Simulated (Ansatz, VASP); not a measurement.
**One calculation of GaB5, two programs**

```
Ga B
1.0
     3.67197    0.00000    0.00000
    -1.83599    3.18002    0.00000
     0.00000    0.00000    4.30111
Ga B
1 5
Direct
  0.00000 0.00000 0.00000
  0.33333 0.66667 0.50000
  0.66667 0.33333 0.50000
  0.33333 0.66667 0.00000
  0.66667 0.33333 0.00000
  0.00000 0.00000 0.50000
```

Alike in both runs: functional PBE; k mesh 6 × 6 × 4; occupations gaussian, width 0.1 eV; no spin polarisation.

Ansatz relaxed the structure, and its values are those at the end. VASP's run is a single point on that final structure, the one shown.

```csv
,VASP,Ansatz
version,VASP 6.6.1,Ansatz 0.2.0
potentials or method,"VASP PAW PBE potentials, release 64 (Ga_d, B), cutoff 500 eV","scalar-relativistic, plane waves, PAW"
valence electrons in the cell,28,28
```

```csv
,VASP,Ansatz,Ansatz less VASP
gap on the k mesh at the Fermi level (eV),none,none,-
pressure (GPa),0.0,-0.1,-0.07
```

A gap of «none» marks a metal or a gap that the smearing closes. With one functional, cell and mesh, what is left measures potentials, basis and numerics.

The k mesh is coarse, so the values compare programs but aren't converged.
